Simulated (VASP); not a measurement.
# Mo (Im-3m) in VASP: further runs

The runs below take Mo through single point, relaxation of cell and atoms, with PBE.

Everything below comes from runs of VASP 6.6.1. Logs are shortened: lines on timing, memory, paths and dates and some standing lists are left out, and cuts for length are marked.

## 1. The cell of the first run

The structure is cubic, space group Im-3m (No. 229). The conventional cell has a = 3.160 Å, b = 3.160 Å, c = 3.160 Å, α = 90.00°, β = 90.00°, γ = 90.00°. Mo (site symmetry m-3m) has 14 Mo at 2.74 to 3.16 Å within 3.6 Å.

## 2. Single point, PBE

File INCAR:

```
  PREC = Accurate
  ENCUT = 500
  EDIFF = 1E-6
  ISMEAR = -1
  SIGMA = 0.1
  LREAL = False
  LASPH = True
  NELM = 120
  ALGO = Normal
  ISIF = 2
  LWAVE = False
  LCHARG = False
  GGA = PE
  NBANDS = 13
  GGA_COMPAT = False
```

File KPOINTS:

```
regular mesh
0
Gamma
  9 9 9
```

File POSCAR:

```
Mo
1.0
   -1.5800220264      1.5800220264      1.5800220264
    1.5800220264     -1.5800220264      1.5800220264
    1.5800220264      1.5800220264     -1.5800220264
Mo
1
Direct
    0.0000000000      0.0000000000      0.0000000000
```

Potentials or basis: VASP PAW PBE potentials, release 64 (Mo_sv).

On the command line:

```bash
cat potpaw_PBE.64/Mo_sv/POTCAR > POTCAR
mpirun -np 1 vasp_std > vasp.out
```

OUTCAR:

```text
PREC = Accurate
   ENCUT = 500
   EDIFF = 1E-6
   ISMEAR = -1
   LREAL = False
   LASPH = True
   NELM = 120
   ISIF = 2
   GGA = PE

 ion  position               nearest neighbor table
   1  0.000  0.000  0.000-

  LATTYP: Found a body centered cubic cell.
 ALAT       =     3.1600440528

  Lattice vectors:

 A1 = (  -1.5800220264,   1.5800220264,   1.5800220264)
 A2 = (   1.5800220264,  -1.5800220264,   1.5800220264)
 A3 = (   1.5800220264,   1.5800220264,  -1.5800220264)

Analysis of symmetry for initial positions (statically):
=====================================================================
 Subroutine PRICEL returns:
 Original cell was already a primitive cell.

 Routine SETGRP: Setting up the symmetry group for a
 body centered cubic supercell.

 Subroutine GETGRP returns: Found 48 space group operations
 (whereof 48 operations were pure point group operations)
 out of a pool of 48 trial point group operations.

The static configuration has the point symmetry O_h .

Analysis of symmetry for dynamics (positions and initial velocities):
=====================================================================
 Subroutine PRICEL returns:
 Original cell was already a primitive cell.

 Routine SETGRP: Setting up the symmetry group for a
 body centered cubic supercell.

 Subroutine GETGRP returns: Found 48 space group operations
 (whereof 48 operations were pure point group operations)
 out of a pool of 48 trial point group operations.

The dynamic configuration has the point symmetry O_h .

 Subroutine INISYM returns: Found 48 space group operations
 (whereof 48 operations are pure point group operations),
 and found     1 'primitive' translations

----------------------------------------------------------------------------------------

                                     Primitive cell

  volume of cell :      15.7779

  direct lattice vectors                    reciprocal lattice vectors
    -1.580022026  1.580022026  1.580022026     0.000000000  0.316451285  0.316451285
     1.580022026 -1.580022026  1.580022026     0.316451285  0.000000000  0.316451285
     1.580022026  1.580022026 -1.580022026     0.316451285  0.316451285  0.000000000

  length of vectors
     2.736678427  2.736678427  2.736678427     0.447529699  0.447529699  0.447529699

  position of ions in fractional coordinates (direct lattice)
     0.000000000  0.000000000  0.000000000

  ion indices of the primitive-cell ions
   primitive index   ion index
                 1           1

----------------------------------------------------------------------------------------

 KPOINTS: regular mesh

Automatic generation of k-mesh.
 Grid dimensions read from file:
 generate k-points for:    9    9    9

 Generating k-lattice:

  Cartesian coordinates                     Fractional coordinates (reciprocal lattice)
     0.000000000  0.035161254  0.035161254     0.111111111  0.000000000  0.000000000
     0.035161254  0.000000000  0.035161254     0.000000000  0.111111111  0.000000000
     0.035161254  0.035161254  0.000000000     0.000000000  0.000000000  0.111111111

  Length of vectors
     0.049725522  0.049725522  0.049725522

  Shift w.r.t. Gamma in fractional coordinates (k-lattice)
     0.000000000  0.000000000  0.000000000

 Subroutine IBZKPT returns following result:
 ===========================================

 Found     35 irreducible k-points:

 Following reciprocal coordinates:
            Coordinates               Weight
  0.000000  0.000000  0.000000      1.000000
  0.111111  0.000000  0.000000     12.000000
  0.222222  0.000000  0.000000     12.000000
  0.333333  0.000000  0.000000     12.000000
  0.444444  0.000000  0.000000     12.000000
  0.111111  0.111111  0.000000     24.000000
[... 16 lines left out ...]
 -0.333333  0.444444  0.111111     48.000000
 -0.444444 -0.444444  0.111111     24.000000
 [... further k-points ...]
   k-points           NKPTS =     35   k-points in BZ     NKDIM =     35   number of bands    NBANDS=     13
   number of dos      NEDOS =    301   number of ions     NIONS =      1
   total plane-waves  NPLWV =   8000
   dimension x,y,z NGX =    20 NGY =   20 NGZ =   20
   dimension x,y,z NGXF=    40 NGYF=   40 NGZF=   40
   ions per type =               1
   NGX,Y,Z   is equivalent  to a cutoff of  12.15, 12.15, 12.15 a.u.
   NGXF,Y,Z  is equivalent  to a cutoff of  24.30, 24.30, 24.30 a.u.
 SYSTEM =  unknown system
   PREC   = accura    normal or accurate (medium, high low for compatibility)
   ISTART =      0    job   : 0-new  1-cont  2-samecut
   ICHARG =      2    charge: 1-file 2-atom 10-const
   ISPIN  =      1    spin polarized calculation?
   LNONCOLLINEAR =      F non collinear calculations
   LSORBIT =      F    spin-orbit coupling
   LASPH  =      T    aspherical Exc in radial PAW
   ENCUT  =  500.0 eV  36.75 Ry    6.06 a.u.   4.99  4.99  4.99*2*pi/ulx,y,z
   NELM   =    120;   NELMIN=  2; NELMDL= -5     # of ELM steps
   EDIFF  = 0.1E-05   stopping-criterion for ELM
   LREAL  =      F    real-space projection
   EDIFFG = 0.1E-04   stopping-criterion for IOM
   NSW    =      0    number of steps for IOM
   IBRION =     -1    ionic relax: 0-MD 1-quasi-New 2-CG
   NFREE  =      0    steps in history (QN), initial steepest desc. (CG)
   ISIF   =      2    stress and relaxation
   ISYM   =      2    0-nonsym 1-usesym 2-fastsym
   POTIM  = 0.5000    time-step for ionic-motion
   TEBEG  =    0.0;   TEEND  =   0.0 temperature during run
   PSTRESS=    0.0 pullay stress
   NELECT =      14.0000    total number of electrons
   NUPDOWN=      -1.0000    fix difference up-down
   EMIN   =  10.00;   EMAX   =-10.00  energy-range for DOS
   EFERMI =   0.00;   METHOD = LEGACY
   ISMEAR =    -1;   SIGMA  =   0.10  broadening in eV -4-tet -1-fermi 0-gaus
   EFERMI_NEDOS =   21; number of points for ismear=-14 and -15
   IALGO  =     38    algorithm
   IMIX   =      4    mixing-type and parameters
     AMIX     =   0.40;   BMIX     =  1.00
     AMIX_MAG =   1.60;   BMIX_MAG =  1.00
  volume/ion in A,a.u.               =      15.78       106.47
  Fermi-wavevector in a.u.,A,eV,Ry     =   1.573141  2.972806 33.671334  2.474773
  Thomas-Fermi vector in A             =   2.674470
   LORBIT       =      0    0 simple, 1 ext, 2 COOP (PROOUT), +10 PAW based schemes
   GGA     = PE    functional components
   LHFCALC =     F    Hartree Fock is set to
   AEXX    =    0.0000 exact exchange contribution
   IVDW    =     0    specifies the selected vdW correction
   LEPSILON=     F    determine dielectric tensor
   LRPA    =     F    only Hartree local field effects (RPA)
 non-spin polarized calculation
  energy-cutoff  :      500.00
  volume of cell :       15.78
 maximum number of plane-waves:       414
   NGX =  9   NGY =  9   NGZ =  9

 number of electron      14.0000004 magnetization

 Free energy of the ion-electron system (eV)
  ---------------------------------------------------
  ext. energy  EPLUGINS =         0.00000000
  ---------------------------------------------------
  free energy    TOTEN  =       -10.96059268 eV

  energy without entropy =      -10.94108179  energy(sigma->0) =      -10.95083723

 E-fermi :  12.4255     XC(G=0): -13.3394

 val. band max:       12.3921582204   @ k =  -0.3333   0.3333   0.2222
 cond. band min:      12.6268443566   @ k =  -0.4444   0.4444   0.2222
 fundamental gap:      0.2346861362
 Fermi energy:        12.4254911787

 k-point     1 :       0.0000    0.0000    0.0000
  band No.  band energies     occupation
      1     -48.8446      2.00000
      2     -22.1316      2.00000
      3     -22.1316      2.00000
      4     -22.1316      2.00000
      5       5.2393      2.00000
      6      11.0926      2.00000
      7      11.0926      2.00000
      8      11.0926      2.00000
      9      14.0846      0.00000
     10      14.0846      0.00000
     11      27.2627      0.00000
     12      27.2627      0.00000
     13      27.2627      0.00000

 k-point     2 :       0.1111    0.0000    0.0000
  band No.  band energies     occupation
      1     -48.8154      2.00000
      2     -22.3006      2.00000
      3     -22.1840      2.00000
      4     -22.1328      2.00000
      5       5.7629      2.00000
      6      10.8038      2.00000
      7      11.0271      2.00000
      8      11.5940      1.99951
      9      13.7195      0.00000
     10      14.0974      0.00000
     11      27.6072      0.00000
     12      28.1565      0.00000
     13      28.1887      0.00000

 k-point     3 :       0.2222    0.0000    0.0000
  band No.  band energies     occupation
      1     -48.7407      2.00000
      2     -22.7156      2.00000
      3     -22.3146      2.00000
      4     -22.1360      2.00000
      5       6.9514      2.00000
      6      10.1501      2.00000
      7      10.8367      2.00000
      8      13.0110      0.00571
      9      13.5035      0.00004
     10      14.1952      0.00000
     11      27.5310      0.00000
     12      28.8491      0.00000
     13      30.5805      0.00000
[... 305 lines left out ...]
 k-point    23 :      -0.3333    0.4444    0.1111
  band No.  band energies     occupation
      1     -48.5729      2.00000
      2     -23.2481      2.00000
      3     -22.7051      2.00000
      4     -22.3482      2.00000
      5       8.3964      2.00000
      6       9.7281      2.00000
      7      10.7440      2.00000
      8      13.0499      0.00388
      9      15.2834      0.00000
     10      17.6307      0.00000
     11      24.9935      0.00000
     12      27.3198      0.00000
     13      29.8480      0.00000

 k-point    24 :      -0.4444   -0.4444    0.1111
  band No.  band energies     occupation
      1     -48.5463      2.00000
      2     -23.3505      2.00000
      3     -22.7746      2.00000
      4     -22.3473      2.00000
      5       8.1599      2.00000
      6       9.9671      2.00000
      7      10.5919      2.00000
      8      13.1991      0.00087
      9      16.0519      0.00000
     10      19.4494      0.00000
     11      23.2497      0.00000
     12      26.2219      0.00000
     13      28.9876      0.00000

 [... further k-points ...]
[... 5 lines left out ...]
  --------------------------------------------------------------------------------------
  -------------------------------------------------------------------------------------
  Total        0.0548688      0.0548688      0.0548688      0.0000000      0.0000000      0.0000000
  in kB        5.5716835      5.5716835      5.5716835      0.0000000      0.0000000      0.0000000
  external PRESSURE =       5.5716835 kB  Pullay stress =       0.0000000 kB

 VOLUME and BASIS-vectors are now :
 -----------------------------------------------------------------------------
  energy-cutoff  :      500.00
  volume of cell :       15.78
      direct lattice vectors                 reciprocal lattice vectors
    -1.580022026  1.580022026  1.580022026     0.000000000  0.316451285  0.316451285
     1.580022026 -1.580022026  1.580022026     0.316451285  0.000000000  0.316451285
     1.580022026  1.580022026 -1.580022026     0.316451285  0.316451285  0.000000000

 POSITION                                       TOTAL-FORCE (eV/Angst)
 -----------------------------------------------------------------------------------
      0.00000      0.00000      0.00000         0.000000      0.000000      0.000000
 -----------------------------------------------------------------------------------
    total drift:                                0.000000     -0.000000      0.000000

  FREE ENERGIE OF THE ION-ELECTRON SYSTEM (eV)
  ---------------------------------------------------
  free  energy   TOTEN  =       -10.9605926831 eV

  energy  without entropy=      -10.9410817851  energy(sigma->0) =      -10.95083723
```

Run time: 11 s. Hardware: 1 thread of AMD EPYC 7R43 (Zen 3), shared host; peak memory 0.09 GiB.

What came out:

```
Free energy            : -10.9606 eV
Pressure               : 0.6 GPa
Band gap on the k mesh : zero (band 7 reaches 15.66 eV, above the bottom of band 8 at 11.09 eV)
```

Levels at points of the mesh, in eV from the Fermi level:
| k point | band 5 | band 6 | band 7 | band 8 | band 9 | band 10 |
| --- | --- | --- | --- | --- | --- | --- |
| (0.00, 0.00, 0.00) | -7.19 | -1.33 | -1.33 | -1.33 | 1.66 | 1.66 |

## 3. Relaxation of cell and atoms, PBE

This run uses another cell than the first one, of 15.58 Å³/atom, 0.988 times its volume.

File INCAR:

```
PREC     = Accurate       # precision mode
ENCUT    = 500            # plane-wave cutoff, eV
EDIFF    = 1E-7           # SCF threshold, eV
ISMEAR   = -1             # smearing method
SIGMA    = 0.1            # smearing width, eV
LREAL    = False          # projectors in reciprocal space
LASPH    = True           # aspherical terms in the spheres
NELM     = 120            # most SCF steps
ALGO     = Normal         # electronic algorithm
ISIF     = 3              # what is computed and relaxed
LWAVE    = False          # write WAVECAR
LCHARG   = False          # write CHGCAR
GGA      = PE             # functional
IBRION   = 2              # ionic algorithm
NSW      = 80             # ionic steps
EDIFFG   = -0.02          # ionic threshold
GGA_COMPAT= False        
NELMIN   = 4
```

File KPOINTS:

```
Automatic mesh
0
Gamma
  9 9 9
```

File POSCAR:

```
Mo
1.0
   -1.5734150000      1.5734150000      1.5734150000
    1.5734150000     -1.5734150000      1.5734150000
    1.5734150000      1.5734150000     -1.5734150000
Mo
1
Direct
    0.0000000000      0.0000000000      0.0000000000
```

Potentials or basis: VASP PAW PBE potentials, release 64 (Mo_sv).

On the command line:

```bash
cat potpaw_PBE.64/Mo_sv/POTCAR > POTCAR
mpirun -np 1 vasp_std > vasp.out
```

OUTCAR:

```text
PREC = Accurate
   ENCUT = 500
   EDIFF = 1E-7
   ISMEAR = -1
   LREAL = False
   LASPH = True
   NELM = 120
   ISIF = 3
   GGA = PE
   IBRION = 2
   NSW = 80
   EDIFFG = -0.02
   NELMIN = 4

 ion  position               nearest neighbor table
   1  0.000  0.000  0.000-

  LATTYP: Found a body centered cubic cell.
 ALAT       =     3.1468300000

  Lattice vectors:

 A1 = (  -1.5734150000,   1.5734150000,   1.5734150000)
 A2 = (   1.5734150000,  -1.5734150000,   1.5734150000)
 A3 = (   1.5734150000,   1.5734150000,  -1.5734150000)

Analysis of symmetry for initial positions (statically):
=====================================================================
 Subroutine PRICEL returns:
 Original cell was already a primitive cell.
[... 249 lines left out ...]

 val. band max:       12.3558728806   @ k =  -0.3333   0.3333   0.2222
 cond. band min:      12.5901567474   @ k =  -0.4444   0.4444   0.2222
 fundamental gap:      0.2342838668
 Fermi energy:        12.3893221225

 k-point     1 :       0.0000    0.0000    0.0000
  band No.  band energies     occupation
      1     -48.8810      2.00000
      2     -22.1732      2.00000
      3     -22.1732      2.00000
      4     -22.1732      2.00000
      5       5.2101      2.00000
      6      11.0602      2.00000
      7      11.0602      2.00000
      8      11.0602      2.00000
      9      14.0438      0.00000
     10      14.0438      0.00000
     11      27.2222      0.00000
[... 309 lines left out ...]
 k-point    24 :      -0.4444   -0.4444    0.1111
  band No.  band energies     occupation
      1     -48.5855      2.00000
      2     -23.3834      2.00000
      3     -22.8117      2.00000
      4     -22.3874      2.00000
      5       8.1348      2.00000
      6       9.9383      2.00000
      7      10.5593      2.00000
      8      13.1608      0.00089
      9      16.0030      0.00000
     10      19.3914      0.00000
     11      23.1828      0.00000

 [... further k-points ...]
[... 5 lines left out ...]
  --------------------------------------------------------------------------------------
  -------------------------------------------------------------------------------------
  Total       -0.0052800     -0.0052800     -0.0052800      0.0000000     -0.0000000      0.0000000
  in kB       -0.5349210     -0.5349210     -0.5349210      0.0000000     -0.0000000      0.0000000
  external PRESSURE =      -0.5349210 kB  Pullay stress =       0.0000000 kB
[... 16 lines left out ...]
  FREE ENERGIE OF THE ION-ELECTRON SYSTEM (eV)
  ---------------------------------------------------
  free  energy   TOTEN  =       -10.9606043763 eV

  energy  without entropy=      -10.9409928875  energy(sigma->0) =      -10.95079863

 reached required accuracy - stopping structural energy minimisation
```

OSZICAR:

```text
N       E                     dE             d eps       ncg     rms          rms(c)
DAV:   1     0.856167768281E+02    0.85617E+02   -0.80660E+03   770   0.127E+03
DAV:   2    -0.103920139801E+02   -0.96009E+02   -0.92351E+02   836   0.332E+02
DAV:   3    -0.116101576173E+02   -0.12181E+01   -0.12088E+01   869   0.378E+01
[... 25 lines left out ...]
DAV:   4    -0.109605390743E+02   -0.18793E-02   -0.12349E-03   791   0.429E-01    0.135E-01
DAV:   5    -0.109606084783E+02   -0.69404E-04   -0.18008E-04   853   0.167E-01    0.167E-02
DAV:   6    -0.109606044739E+02    0.40044E-05   -0.36959E-06   791   0.265E-02    0.205E-03
DAV:   7    -0.109606043420E+02    0.13197E-06   -0.53938E-08   505   0.325E-03    0.371E-04
DAV:   8    -0.109606043763E+02   -0.34339E-07   -0.47187E-09   403   0.981E-04
   3 F= -.10960604E+02 E0= -.10950799E+02  d E =-.279240E-02
```

It took 24 s on 1 thread of AMD EPYC 7R43 (Zen 3), shared host; peak memory 0.1 GiB.

What came out:

* Free energy: -10.9606 eV
* Relaxed volume: 15.81 Å³/atom
* Relaxed cell: a = 2.739 Å, b = 2.739 Å, c = 2.739 Å, α = 109.47°, β = 109.47°, γ = 109.47°
* Space group after relaxing (to 0.05 Å): Im-3m (No. 229)
* Energy gained by relaxing: 2.8 meV/atom
* Ionic steps: 3
* Pressure after relaxing: -0.1 GPa
* Band gap on the k mesh: zero (band 7 reaches 15.61 eV, above the bottom of band 8 at 11.06 eV)

The path:
```csv
step,energy change (eV),largest force (eV/Å),pressure (GPa),volume (Å³)
1,0.0000,0.0000,3.95,15.58
2,0.0177,0.0000,-9.68,16.46
3,-0.0028,0.0000,-0.05,15.81
```

Final structure:
```
Mo
1.0
    -1.58124    1.58124    1.58124
     1.58124   -1.58124    1.58124
     1.58124    1.58124   -1.58124
Mo
1
Direct
  0.00000 0.00000 0.00000
```

Levels at points of the mesh, in eV from the Fermi level:
| k point | band 3 | band 4 | band 5 | band 6 | band 7 | band 8 | band 9 | band 10 | band 11 |
| --- | --- | --- | --- | --- | --- | --- | --- | --- | --- |
| (0.00, 0.00, 0.00) | -34.56 | -34.56 | -7.18 | -1.33 | -1.33 | -1.33 | 1.65 | 1.65 | 14.83 |
